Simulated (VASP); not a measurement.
# Pt (Fm-3m) in VASP: single point with r2SCAN

Aim: the single point of Pt with r2SCAN.

All numbers are computed with VASP 6.6.1; they aren't measurements. Logs are shortened: lines on timing, memory, paths and dates and some standing lists are left out, and cuts for length are marked.

### 1 The cell of the first run

Symmetry: Fm-3m, No. 225, cubic system. Conventional cell: a = 3.941 Å, b = 3.941 Å, c = 3.941 Å, α = 90.00°, β = 90.00°, γ = 90.00°. Pt (site symmetry m-3m) has 12 Pt at 2.79 Å within 3.7 Å.

### 2 Single point, r2SCAN

Contents of POSCAR:

```
Pt
1.0
    0.0000000000      1.9705765472      1.9705765472
    1.9705765472      0.0000000000      1.9705765472
    1.9705765472      1.9705765472      0.0000000000
Pt
1
Direct
    0.0000000000      0.0000000000      0.0000000000
```

Contents of INCAR.step1:

```
SYSTEM = Pt
PREC     = Accurate       ! precision mode
ENCUT    = 520            ! plane-wave cutoff, eV
ISMEAR   = -1             ! smearing method
SIGMA    = 0.1            ! smearing width, eV
LREAL    = .FALSE.        ! projectors in reciprocal space
LASPH    = .TRUE.         ! aspherical terms in the spheres
NELM     = 60             ! most SCF steps
NBANDS   = 11             ! bands
GGA      = PE             ! functional
ALGO     = Normal         ! electronic algorithm
EDIFF    = 1E-4           ! SCF threshold, eV
LWAVE    = .TRUE.         ! write WAVECAR
LCHARG   = .FALSE.        ! write CHGCAR
```

Contents of INCAR.step2:

```
SYSTEM = Pt
PREC     = Accurate       ! precision mode
ENCUT    = 520            ! plane-wave cutoff, eV
EDIFF    = 1E-6           ! SCF threshold, eV
ISMEAR   = -1             ! smearing method
SIGMA    = 0.1            ! smearing width, eV
LREAL    = .FALSE.        ! projectors in reciprocal space
LASPH    = .TRUE.         ! aspherical terms in the spheres
NELM     = 60             ! most SCF steps
ALGO     = Normal         ! electronic algorithm
ISIF     = 2              ! what is computed and relaxed
LWAVE    = .FALSE.        ! write WAVECAR
LCHARG   = .FALSE.        ! write CHGCAR
METAGGA  = R2SCAN         ! meta-GGA
LMIXTAU  = .TRUE.       
NBANDS   = 11             ! bands
ISTART   = 1
```

Contents of KPOINTS:

```
regular mesh
0
G
  22 22 22
  0 0 0
```

Potentials or basis: VASP PAW PBE potentials, release 64 (Pt).

Run with:

```console
$ cat potpaw_PBE.64/Pt/POTCAR > POTCAR
$ cp INCAR.step1 INCAR
$ mpirun -np 1 vasp_std > vasp.out
$ cp INCAR.step2 INCAR
$ mpirun -np 1 vasp_std > vasp.out
```

OUTCAR:

```text
SYSTEM = Pt
   PREC = Accurate
   ENCUT = 520
   EDIFF = 1E-6
   ISMEAR = -1
   LREAL = .FALSE.
   LASPH = .TRUE.
   NELM = 60
   ISIF = 2
   METAGGA = R2SCAN
   ISTART = 1

 ion  position               nearest neighbor table
   1  0.000  0.000  0.000-

  LATTYP: Found a face centered cubic cell.
 ALAT       =     3.9411530944

  Lattice vectors:

 A1 = (   0.0000000000,   1.9705765472,   1.9705765472)
 A2 = (   1.9705765472,   0.0000000000,   1.9705765472)
 A3 = (   1.9705765472,   1.9705765472,   0.0000000000)

Analysis of symmetry for initial positions (statically):
=====================================================================
 Subroutine PRICEL returns:
 Original cell was already a primitive cell.

 Routine SETGRP: Setting up the symmetry group for a
 face centered cubic supercell.

 Subroutine GETGRP returns: Found 48 space group operations
 (whereof 48 operations were pure point group operations)
 out of a pool of 48 trial point group operations.

The static configuration has the point symmetry O_h .

Analysis of symmetry for dynamics (positions and initial velocities):
=====================================================================
 Subroutine PRICEL returns:
 Original cell was already a primitive cell.

 Routine SETGRP: Setting up the symmetry group for a
 face centered cubic supercell.

 Subroutine GETGRP returns: Found 48 space group operations
 (whereof 48 operations were pure point group operations)
 out of a pool of 48 trial point group operations.

The dynamic configuration has the point symmetry O_h .

 Subroutine INISYM returns: Found 48 space group operations
 (whereof 48 operations are pure point group operations),
 and found     1 'primitive' translations

----------------------------------------------------------------------------------------

                                     Primitive cell

  volume of cell :      15.3042

  direct lattice vectors                    reciprocal lattice vectors
     0.000000000  1.970576547  1.970576547    -0.253732848  0.253732848  0.253732848
     1.970576547  0.000000000  1.970576547     0.253732848 -0.253732848  0.253732848
     1.970576547  1.970576547  0.000000000     0.253732848  0.253732848 -0.253732848

  length of vectors
     2.786816079  2.786816079  2.786816079     0.439478185  0.439478185  0.439478185

  position of ions in fractional coordinates (direct lattice)
     0.000000000  0.000000000  0.000000000

  ion indices of the primitive-cell ions
   primitive index   ion index
                 1           1

[... 77 lines left out ...]
   ISIF   =      2    stress and relaxation
   ISYM   =      2    0-nonsym 1-usesym 2-fastsym
   POTIM  = 0.5000    time-step for ionic-motion
   TEBEG  =    0.0;   TEEND  =   0.0 temperature during run
   PSTRESS=    0.0 pullay stress
   NELECT =      10.0000    total number of electrons
   NUPDOWN=      -1.0000    fix difference up-down
   EMIN   =  10.00;   EMAX   =-10.00  energy-range for DOS
   EFERMI =   0.00;   METHOD = LEGACY
   ISMEAR =    -1;   SIGMA  =   0.10  broadening in eV -4-tet -1-fermi 0-gaus
   EFERMI_NEDOS =   21; number of points for ismear=-14 and -15
   IALGO  =     38    algorithm
   IMIX   =      4    mixing-type and parameters
     AMIX     =   0.40;   BMIX     =  1.00
     AMIX_MAG =   1.60;   BMIX_MAG =  1.00
  volume/ion in A,a.u.               =      15.30       103.28
  Fermi-wavevector in a.u.,A,eV,Ry     =   1.420599  2.684543 27.457940  2.018102
  Thomas-Fermi vector in A             =   2.541497
   LORBIT       =      0    0 simple, 1 ext, 2 COOP (PROOUT), +10 PAW based schemes
   METAGGA = R2SCAN    functional components
   LHFCALC =     F    Hartree Fock is set to
   AEXX    =    0.0000 exact exchange contribution
   IVDW    =     0    specifies the selected vdW correction
   LEPSILON=     F    determine dielectric tensor
   LRPA    =     F    only Hartree local field effects (RPA)
 non-spin polarized calculation
  energy-cutoff  :      520.00
  volume of cell :       15.30
 maximum number of plane-waves:       428
 NGX is ok and might be reduce to    24
   NGX = 11   NGY = 11   NGZ = 11

 number of electron      10.0000001 magnetization

 Free energy of the ion-electron system (eV)
  ---------------------------------------------------
  ext. energy  EPLUGINS =         0.00000000
  ---------------------------------------------------
  free energy    TOTEN  =       -51.53015204 eV

  energy without entropy =      -51.47821224  energy(sigma->0) =      -51.50418214

 E-fermi :  10.7400     XC(G=0): -14.5309

 val. band max:       10.7272775155   @ k =  -0.3182   0.3636   0.1818
 cond. band min:      10.7402972090   @ k =  -0.4545   0.2273   0.0455
 fundamental gap:      0.0130196934
 Fermi energy:        10.7400312296

 k-point     1 :       0.0000    0.0000    0.0000
  band No.  band energies     occupation
      1       0.4095      2.00000
      2       6.9126      2.00000
      3       6.9126      2.00000
      4       6.9126      2.00000
      5       9.0254      2.00000
      6       9.0254      2.00000
      7      26.2580      0.00000
      8      31.3418      0.00000
      9      31.3418      0.00000
     10      31.3418      0.00000
     11      37.1589      0.00000
[... 309 lines left out ...]
 k-point    24 :      -0.4545    0.0455    0.0000
  band No.  band energies     occupation
      1       3.3885      2.00000
      2       6.7794      2.00000
      3       6.8770      2.00000
      4       9.6672      1.99996
      5      10.6605      1.37815
      6      11.4616      0.00147
      7      17.0198      0.00000
      8      26.0576      0.00000
      9      30.2755      0.00000
     10      30.7448      0.00000
     11      39.7560      0.00000

 [... further k-points ...]

------------------------ aborting loop because EDIFF is reached ----------------------------------------

  FORCE on cell =-STRESS in cart. coord.  units (eV):
  Direction    XX          YY          ZZ          XY          YZ          ZX
  --------------------------------------------------------------------------------------
  -------------------------------------------------------------------------------------
  Total        0.0779270      0.0779270      0.0779270      0.0000000      0.0000000      0.0000000
  in kB        8.1580950      8.1580950      8.1580950      0.0000000      0.0000000      0.0000000
  external PRESSURE =       8.1580950 kB  Pullay stress =       0.0000000 kB

 VOLUME and BASIS-vectors are now :
 -----------------------------------------------------------------------------
  energy-cutoff  :      520.00
  volume of cell :       15.30
      direct lattice vectors                 reciprocal lattice vectors
     0.000000000  1.970576547  1.970576547    -0.253732848  0.253732848  0.253732848
     1.970576547  0.000000000  1.970576547     0.253732848 -0.253732848  0.253732848
     1.970576547  1.970576547  0.000000000     0.253732848  0.253732848 -0.253732848

 POSITION                                       TOTAL-FORCE (eV/Angst)
 -----------------------------------------------------------------------------------
      0.00000      0.00000      0.00000        -0.000000     -0.000000     -0.000000
 -----------------------------------------------------------------------------------
    total drift:                               -0.000000     -0.000000     -0.000000

  FREE ENERGIE OF THE ION-ELECTRON SYSTEM (eV)
  ---------------------------------------------------
  free  energy   TOTEN  =       -51.5301520385 eV

  energy  without entropy=      -51.4782122448  energy(sigma->0) =      -51.50418214
```

Wall time 2.1 min (1 thread of Intel Xeon Platinum 8259CL at 2.50GHz (Skylake/Cascade Lake), shared host); peak memory 0.19 GiB.

What came out:

- Free energy: -51.5302 eV
- Pressure: 0.8 GPa
- Band gap on the k mesh: zero (band 5 reaches 11.25 eV, above the bottom of band 6 at 8.92 eV)

Caveat: the PAW data sets were made with another functional, which shifts forces and pressure a little; spin-orbit coupling is left out, which moves the levels of the heavy elements.
